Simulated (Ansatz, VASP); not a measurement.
# TaN in VASP and in Ansatz

```
CELL_PARAMETERS angstrom
0.00000 2.23347 2.12453
2.23347 0.00000 2.12453
2.23347 2.23347 0.00000
ATOMIC_POSITIONS crystal
Ta 0.50000 0.50000 0.50000
N 0.00000 0.00000 0.00000
```

Change from the starting cell: strain +0.025 along x and y, -0.025 along z, atoms carried along.

Alike in both runs: task single point; functional PBEsol; k mesh 18 × 18 × 18; occupations gaussian, width 0.15 eV; no spin polarisation.

|  | VASP | Ansatz |
| --- | --- | --- |
| version | VASP 6.6.1 | Ansatz 0.2.0 |
| potentials or method | VASP PAW PBE potentials, release 64 (Ta_sv_GW, N), cutoff 600 eV | scalar-relativistic, plane waves, PAW |
| valence electrons in the cell | 18 | 18 |

Ansatz gave:

| Property | Result |
| --- | --- |
| gap on the k mesh at the Fermi level (eV) | none |
| pressure (GPa) | -2.0 |
| traceless stress, the component that is largest in VASP (GPa) | 22.01 |

Question: Estimate VASP's values.

Answer: gap on the k mesh at the Fermi level (eV): none; pressure (GPa): -2.0; traceless stress, the component that is largest in VASP (GPa): 22.08.

VASP's potentials were made for PBE, not for PBEsol. A gap of «none» marks a metal or a gap that the smearing closes. The functional is the same, so the differences come from potentials, cutoffs and numerics.

Spin-orbit coupling is off throughout.
